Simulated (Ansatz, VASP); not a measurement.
## Two plane-wave programs on GaAs3

```
Ga As
1.0
     5.40192    0.00000    0.00000
     0.00000    5.40192    0.00000
     0.00000    0.00000    5.40192
Ga As
2 6
Direct
  0.50000 0.50000 0.50000
  0.00000 0.00000 0.00000
  0.50000 0.25000 0.00000
  0.50000 0.75000 0.00000
  0.25000 0.00000 0.50000
  0.75000 0.00000 0.50000
  0.00000 0.50000 0.25000
  0.00000 0.50000 0.75000
```

Change from the starting cell: species swapped into the Nb3Ir type (Pm-3n, No. 223).

Alike in both runs: functional PBE; k mesh 3 × 3 × 3; occupations gaussian, width 0.2 eV; no spin polarisation.

Ansatz relaxed the structure, and its values are those at the end. VASP's run is a single point on that final structure, the one shown.

|  | VASP | Ansatz |
| --- | --- | --- |
| version | VASP 6.6.1 | Ansatz 0.2.0 |
| potentials or method | VASP PAW PBE potentials, release 64 (Ga_d, As), cutoff 500 eV | scalar-relativistic, plane waves, PAW |
| valence electrons in the cell | 56 | 116 |

|  | VASP | Ansatz | Ansatz less VASP |
| --- | --- | --- | --- |
| gap on the k mesh at the Fermi level (eV) | none | none | - |
| pressure (GPa) | -0.1 | -0.1 | -0.08 |

A gap of «none» marks a metal or a gap that the smearing closes. With one functional, cell and mesh, what is left measures potentials, basis and numerics. VASP's potentials hold 56 valence electrons a cell and Ansatz's 116, so a difference there can come from the potentials and not from the codes.

The k mesh is coarse, so the values compare programs but aren't converged.
